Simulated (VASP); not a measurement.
A run of VASP 6.6.1:

Contents of INCAR:

```
SYSTEM = Na
ALGO = Fast
EDIFF = 1E-6
EDIFFG = -0.01
ENCUT = 600
GGA = PS
IBRION = 2
ISIF = 3
ISMEAR = 0
LASPH = .TRUE.
LCHARG = .FALSE.
LREAL = .FALSE.
LWAVE = .FALSE.
NELM = 100
NSW = 100
PREC = Accurate
SIGMA = 0.1
```

KPOINTS

```
k-points
0
G
  6 6 6
  0 0 0
```

Contents of POSCAR:

```
Na
1.0
    6.6966880000      0.0000000000      0.0000000000
    0.0000000000      6.6966880000      0.0000000000
    0.0000000000      0.0000000000      6.6966880000
Na
8
Direct
    0.0000000000      0.0000000000      0.0000000000
    0.5000000000      0.2500000000      0.0000000000
    0.5000000000      0.7500000000      0.0000000000
    0.0000000000      0.5000000000      0.2500000000
    0.2500000000      0.0000000000      0.5000000000
    0.7500000000      0.0000000000      0.5000000000
    0.5000000000      0.5000000000      0.5000000000
    0.0000000000      0.5000000000      0.7500000000
```

Potentials or basis: VASP PAW PBE potentials, release 64 (Na_pv).

Run with:

```console
$ cat potpaw_PBE.64/Na_pv/POTCAR > POTCAR
$ mpirun -np 1 vasp_std > vasp.out
```

Hardware: 1 thread of Intel(R) Xeon(R) Platinum 8488C (Sapphire Rapids), with other jobs on the host.

Task: How long does it take, and how much memory?

Result: Wall time 7.1 min on 1 thread of Intel(R) Xeon(R) Platinum 8488C (Sapphire Rapids) (shared host), peak memory 0.49 GiB. Counts: scf iterations 32, k points 20, ion steps 3.
